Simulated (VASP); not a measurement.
# WSe2 in VASP: further runs

The runs below take WSe2 through single point, with r2SCAN.

Program: VASP 6.6.1. These are calculated values, not measurements. Logs are shortened: lines on timing, memory, paths and dates and some standing lists are left out, and cuts for length are marked.

### 1 The cell of the first run

The cell holds a slab with vacuum, 6 atoms: a = 3.314 Å, b = 3.314 Å, c = 23.367 Å, α = 90.00°, β = 90.00°, γ = 120.00°.

### 2 Single point, r2SCAN (volume scaled by 0.97, then relaxed in part)

Contents of POSCAR:

```
WSe2
1.0
    3.3141837502      0.0000000000      0.0000000000
   -1.6570918751      2.8701673205      0.0000000000
    0.0000000000      0.0000000000     23.3668738843
W Se
2 4
Direct
    0.6666666667      0.3333333333      0.1470880813
    0.3333333333      0.6666666667      0.8529119187
    0.3333333333      0.6666666667      0.2181737203
    0.6666666667      0.3333333333      0.9240475429
    0.3333333333      0.6666666667      0.0759524571
    0.6666666667      0.3333333333      0.7818262797
```

Contents of INCAR.step1:

```
ALGO = Normal
EDIFF = 1E-4
ENCUT = 520
GGA = PE
ISMEAR = 0
LASPH = True
LCHARG = False
LREAL = False
LWAVE = True
NBANDS = 35
NELM = 100
PREC = Accurate
SIGMA = 0.02
```

Contents of INCAR.step2:

```
ALGO = Normal
EDIFF = 1E-6
ENCUT = 520
ISIF = 2
ISMEAR = 0
ISTART = 1
LASPH = True
LCHARG = True
LELF = True
LMIXTAU = True
LREAL = False
LVHAR = True
LWAVE = False
METAGGA = R2SCAN
NBANDS = 35
NELM = 100
PREC = Accurate
SIGMA = 0.02
```

Contents of KPOINTS:

```
k-points
0
Gamma
  12 12 2
```

Potentials or basis: VASP PAW PBE potentials, release 64 (W_sv, Se).

Launch:

```bash
cat potpaw_PBE.64/W_sv/POTCAR potpaw_PBE.64/Se/POTCAR > POTCAR
cp INCAR.step1 INCAR
mpirun -np 1 vasp_std > vasp.out
cp INCAR.step2 INCAR
mpirun -np 1 vasp_std > vasp.out
```

OUTCAR:

```text
EDIFF = 1E-6
   ENCUT = 520
   ISIF = 2
   ISMEAR = 0
   ISTART = 1
   LASPH = True
   LREAL = False
   METAGGA = R2SCAN
   NELM = 100
   PREC = Accurate

 ion  position               nearest neighbor table
   1  0.667  0.333  0.147-   3 2.53   3 2.53   3 2.53   5 2.53   5 2.53   5 2.53
   2  0.333  0.667  0.853-   6 2.53   6 2.53   6 2.53   4 2.53   4 2.53   4 2.53
   3  0.333  0.667  0.218-   1 2.53   1 2.53   1 2.53
   4  0.667  0.333  0.924-   2 2.53   2 2.53   2 2.53
   5  0.333  0.667  0.076-   1 2.53   1 2.53   1 2.53
   6  0.667  0.333  0.782-   2 2.53   2 2.53   2 2.53

  LATTYP: Found a hexagonal cell.
 ALAT       =     3.3141837502
 C/A-ratio  =     7.0505667898

  Lattice vectors:

 A1 = (   3.3141837502,   0.0000000000,   0.0000000000)
 A2 = (  -1.6570918751,   2.8701673205,   0.0000000000)
 A3 = (   0.0000000000,   0.0000000000,  23.3668738843)

Analysis of symmetry for initial positions (statically):
=====================================================================
 Subroutine PRICEL returns:
 Original cell was already a primitive cell.

 Routine SETGRP: Setting up the symmetry group for a
 hexagonal supercell.

 Subroutine GETGRP returns: Found 12 space group operations
 (whereof 12 operations were pure point group operations)
 out of a pool of 24 trial point group operations.

The static configuration has the point symmetry D_3d.

Analysis of symmetry for dynamics (positions and initial velocities):
=====================================================================
 Subroutine PRICEL returns:
 Original cell was already a primitive cell.

 Routine SETGRP: Setting up the symmetry group for a
 hexagonal supercell.

 Subroutine GETGRP returns: Found 12 space group operations
 (whereof 12 operations were pure point group operations)
 out of a pool of 24 trial point group operations.

The dynamic configuration has the point symmetry D_3d.

 Subroutine INISYM returns: Found 12 space group operations
 (whereof 12 operations are pure point group operations),
 and found     1 'primitive' translations

----------------------------------------------------------------------------------------

                                     Primitive cell

  volume of cell :     222.2718

  direct lattice vectors                    reciprocal lattice vectors
     3.314183750  0.000000000  0.000000000     0.301733421  0.174205872  0.000000000
    -1.657091875  2.870167320  0.000000000     0.000000000  0.348411743  0.000000000
     0.000000000  0.000000000 23.366873884     0.000000000  0.000000000  0.042795626

  length of vectors
     3.314183750  3.314183750 23.366873884     0.348411743  0.348411743  0.042795626

  position of ions in fractional coordinates (direct lattice)
     0.666666667  0.333333333  0.147088081
     0.333333333  0.666666667  0.852911919
     0.333333333  0.666666667  0.218173720
     0.666666667  0.333333333  0.924047543
     0.333333333  0.666666667  0.075952457
     0.666666667  0.333333333  0.781826280

  ion indices of the primitive-cell ions
   primitive index   ion index
                 1           1
                 2           2
                 3           3
                 4           4
                 5           5
                 6           6

----------------------------------------------------------------------------------------

 KPOINTS: k-points

Automatic generation of k-mesh.
 Grid dimensions read from file:
 generate k-points for:   12   12    2

 Generating k-lattice:

  Cartesian coordinates                     Fractional coordinates (reciprocal lattice)
     0.025144452  0.014517156  0.000000000     0.083333333  0.000000000  0.000000000
     0.000000000  0.029034312  0.000000000     0.000000000  0.083333333  0.000000000
     0.000000000  0.000000000  0.021397813     0.000000000  0.000000000  0.500000000

  Length of vectors
     0.029034312  0.029034312  0.021397813

  Shift w.r.t. Gamma in fractional coordinates (k-lattice)
     0.000000000  0.000000000  0.000000000

 Subroutine IBZKPT returns following result:
 ===========================================

 Found     38 irreducible k-points:

 Following reciprocal coordinates:
            Coordinates               Weight
  0.000000  0.000000  0.000000      1.000000
  0.083333 -0.000000  0.000000      6.000000
  0.166667 -0.000000  0.000000      6.000000
  0.250000 -0.000000  0.000000      6.000000
  0.333333  0.000000  0.000000      6.000000
  0.416667  0.000000  0.000000      6.000000
[... 16 lines left out ...]
  0.250000 -0.000000  0.500000      6.000000
  0.333333  0.000000  0.500000      6.000000
 [... further k-points ...]
   k-points           NKPTS =     38   k-points in BZ     NKDIM =     38   number of bands    NBANDS=     35
   number of dos      NEDOS =    301   number of ions     NIONS =      6
   total plane-waves  NPLWV = 141120
   dimension x,y,z NGX =    28 NGY =   28 NGZ =  180
   dimension x,y,z NGXF=    56 NGYF=   56 NGZF=  360
   ions per type =               2   4
   NGX,Y,Z   is equivalent  to a cutoff of  14.05, 14.05, 12.81 a.u.
   NGXF,Y,Z  is equivalent  to a cutoff of  28.09, 28.09, 25.61 a.u.
 SYSTEM =  unknown system
   PREC   = accura    normal or accurate (medium, high low for compatibility)
   ISTART =      1    job   : 0-new  1-cont  2-samecut
   ICHARG =      0    charge: 1-file 2-atom 10-const
   ISPIN  =      1    spin polarized calculation?
   LNONCOLLINEAR =      F non collinear calculations
   LSORBIT =      F    spin-orbit coupling
   LASPH  =      T    aspherical Exc in radial PAW
   ENCUT  =  520.0 eV  38.22 Ry    6.18 a.u.   6.16  6.16 43.45*2*pi/ulx,y,z
   NELM   =    100;   NELMIN=  2; NELMDL=  0     # of ELM steps
   EDIFF  = 0.1E-05   stopping-criterion for ELM
   LREAL  =      F    real-space projection
   EDIFFG = 0.1E-04   stopping-criterion for IOM
   NSW    =      0    number of steps for IOM
   IBRION =     -1    ionic relax: 0-MD 1-quasi-New 2-CG
   NFREE  =      0    steps in history (QN), initial steepest desc. (CG)
   ISIF   =      2    stress and relaxation
   ISYM   =      2    0-nonsym 1-usesym 2-fastsym
   POTIM  = 0.5000    time-step for ionic-motion
   TEBEG  =    0.0;   TEEND  =   0.0 temperature during run
   PSTRESS=    0.0 pullay stress
   NELECT =      52.0000    total number of electrons
   NUPDOWN=      -1.0000    fix difference up-down
   EMIN   =  10.00;   EMAX   =-10.00  energy-range for DOS
   EFERMI =   0.00;   METHOD = LEGACY
   ISMEAR =     0;   SIGMA  =   0.02  broadening in eV -4-tet -1-fermi 0-gaus
   EFERMI_NEDOS =   21; number of points for ismear=-14 and -15
   IALGO  =     38    algorithm
   IMIX   =      4    mixing-type and parameters
     AMIX     =   0.40;   BMIX     =  1.00
     AMIX_MAG =   1.60;   BMIX_MAG =  1.00
  volume/ion in A,a.u.               =      37.05       249.99
  Fermi-wavevector in a.u.,A,eV,Ry     =   1.008744  1.906251 13.844816  1.017565
  Thomas-Fermi vector in A             =   2.141630
   LORBIT       =      0    0 simple, 1 ext, 2 COOP (PROOUT), +10 PAW based schemes
   METAGGA = R2SCAN    functional components
   LHFCALC =     F    Hartree Fock is set to
   AEXX    =    0.0000 exact exchange contribution
   IVDW    =     0    specifies the selected vdW correction
   LEPSILON=     F    determine dielectric tensor
   LRPA    =     F    only Hartree local field effects (RPA)
 non-spin polarized calculation
 Gauss-broadening in eV      SIGMA  =   0.02
  energy-cutoff  :      520.00
  volume of cell :      222.27
 maximum number of plane-waves:      6024
 NGX is ok and might be reduce to    28
   NGX = 13   NGY = 13   NGZ = 87

 number of electron      52.0000001 magnetization

 Free energy of the ion-electron system (eV)
  ---------------------------------------------------
  ext. energy  EPLUGINS =         0.00000000
  ---------------------------------------------------
  free energy    TOTEN  =      -163.54760710 eV

  energy without entropy =     -163.54760710  energy(sigma->0) =     -163.54760710

 E-fermi :   0.9497     XC(G=0):  -6.6405

 val. band max:        0.7752778155   @ k =   0.0000   0.0000   0.0000
 cond. band min:       2.3779960589   @ k =   0.3333   0.3333   0.0000
 fundamental gap:      1.6027182434
 Fermi energy:         0.9496834615

 k-point     1 :       0.0000    0.0000    0.0000
  band No.  band energies     occupation
      1     -75.2698      2.00000
      2     -75.2698      2.00000
      3     -38.8482      2.00000
      4     -38.8482      2.00000
      5     -38.7453      2.00000
      6     -38.7453      2.00000
[... 27 lines left out ...]
     34       4.0245      0.00000
     35       5.6742      0.00000

 k-point     2 :       0.0833   -0.0000    0.0000
  band No.  band energies     occupation
      1     -75.2691      2.00000
      2     -75.2691      2.00000
      3     -38.8452      2.00000
      4     -38.8452      2.00000
      5     -38.7610      2.00000
      6     -38.7610      2.00000
[... 27 lines left out ...]
     34       4.0198      0.00000
     35       5.9697      0.00000

 k-point     3 :       0.1667   -0.0000    0.0000
  band No.  band energies     occupation
      1     -75.2672      2.00000
      2     -75.2672      2.00000
      3     -38.8368      2.00000
      4     -38.8368      2.00000
      5     -38.8038      2.00000
      6     -38.8038      2.00000
[... 27 lines left out ...]
     34       4.4558      0.00000
     35       6.4101      0.00000
[... 723 lines left out ...]
 k-point    23 :       0.2500   -0.0000    0.5000
  band No.  band energies     occupation
      1     -75.2645      2.00000
      2     -75.2645      2.00000
      3     -38.8617      2.00000
      4     -38.8617      2.00000
      5     -38.8254      2.00000
      6     -38.8254      2.00000
[... 27 lines left out ...]
     34       4.9006      0.00000
     35       7.0100      0.00000

 k-point    24 :       0.3333    0.0000    0.5000
  band No.  band energies     occupation
      1     -75.2618      2.00000
      2     -75.2618      2.00000
      3     -38.9191      2.00000
      4     -38.9191      2.00000
      5     -38.8139      2.00000
      6     -38.8139      2.00000
[... 27 lines left out ...]
     34       5.2193      0.00000
     35       7.0788      0.00000

 [... further k-points ...]
[... 5 lines left out ...]
  --------------------------------------------------------------------------------------
  -------------------------------------------------------------------------------------
  Total        0.2572567      0.2572567      0.2422883     -0.0000000      0.0000000      0.0000000
  in kB        1.8543552      1.8543552      1.7464595     -0.0000000      0.0000000      0.0000000
  external PRESSURE =       1.8183900 kB  Pullay stress =       0.0000000 kB

 VOLUME and BASIS-vectors are now :
 -----------------------------------------------------------------------------
  energy-cutoff  :      520.00
  volume of cell :      222.27
      direct lattice vectors                 reciprocal lattice vectors
     3.314183750  0.000000000  0.000000000     0.301733421  0.174205872  0.000000000
    -1.657091875  2.870167320  0.000000000     0.000000000  0.348411743  0.000000000
     0.000000000  0.000000000 23.366873884     0.000000000  0.000000000  0.042795626

 POSITION                                       TOTAL-FORCE (eV/Angst)
 -----------------------------------------------------------------------------------
      1.65709      0.95672      3.43699        -0.000000     -0.000000      0.000164
     -0.00000      1.91344     19.92989         0.000000      0.000000     -0.000164
     -0.00000      1.91344      5.09804         0.000000     -0.000000      0.042417
      1.65709      0.95672     21.59210         0.000000      0.000000      0.044291
     -0.00000      1.91344      1.77477         0.000000      0.000000     -0.044291
      1.65709      0.95672     18.26884        -0.000000      0.000000     -0.042417
 -----------------------------------------------------------------------------------
    total drift:                                0.000000     -0.000000      0.000000

  FREE ENERGIE OF THE ION-ELECTRON SYSTEM (eV)
  ---------------------------------------------------
  free  energy   TOTEN  =      -163.5476071020 eV

  energy  without entropy=     -163.5476071020  energy(sigma->0) =     -163.54760710
```

Wall time 17 min (1 thread of Intel Xeon Platinum 8488C (Sapphire Rapids), shared host); peak memory 0.54 GiB.

What came out:

* Free energy: -163.5476 eV
* Largest force: 0.044 eV/Å
* Band gap on the k mesh: 1.60 eV, indirect (least direct gap 1.62 eV)

Forces in eV/Å, atoms in the order of the input:
```
W    0.000  0.000  0.000
W    0.000  0.000  0.000
Se   0.000  0.000  0.042
Se   0.000  0.000  0.044
Se   0.000  0.000 -0.044
Se   0.000  0.000 -0.042
```

Caveat: the PAW data sets were made with another functional, which shifts forces and pressure a little; spin-orbit coupling is left out, which moves the levels of the heavy elements.

(Part 1 of 2 ends here.)
